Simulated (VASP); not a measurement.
The system is O.

```
O
1.0
     2.85140   -1.66242    0.00000
     2.85140    1.66242    0.00000
    -2.39449    0.00000    3.64705
O
2
Direct
  0.02545 0.02545 0.15557
  0.97455 0.97455 0.84443
```

Base run:

* Program: VASP 6.6.1
* Functional: PBE
* Potentials or basis: VASP PAW PBE potentials, release 64 (O)
* Cutoff: 520 eV
* k mesh: 10 × 10 × 8
* Occupations: fermi-dirac, width 0.05 eV
* Spin: collinear spin, ferromagnetic start
* Starting moments: [1.0, 1.0] μB

Its results: band gap on the k mesh 1.29 eV, indirect (least direct gap 1.50 eV); pressure 2.5 GPa; largest force 0.747 eV/Å.

Question: The run is repeated on the same cell with these changes: spin from collinear spin, ferromagnetic start to no spin polarisation; further incar settings from ALGO = Normal; EDIFF = 1e-06; NBANDS = 17 to ALGO = Normal; EDIFF = 1e-07; NBANDS = 13. What comes out?

Answer: Band gap on the k mesh zero (band 6 reaches -1.71 eV, above the bottom of band 7 at -1.95 eV); pressure -0.2 GPa; largest force 0.855 eV/Å.

Caveats: the standard files for N, O and F lose accuracy on very short bonds; spin is off for a triplet molecule (some runs).

A k mesh can miss the band edges.
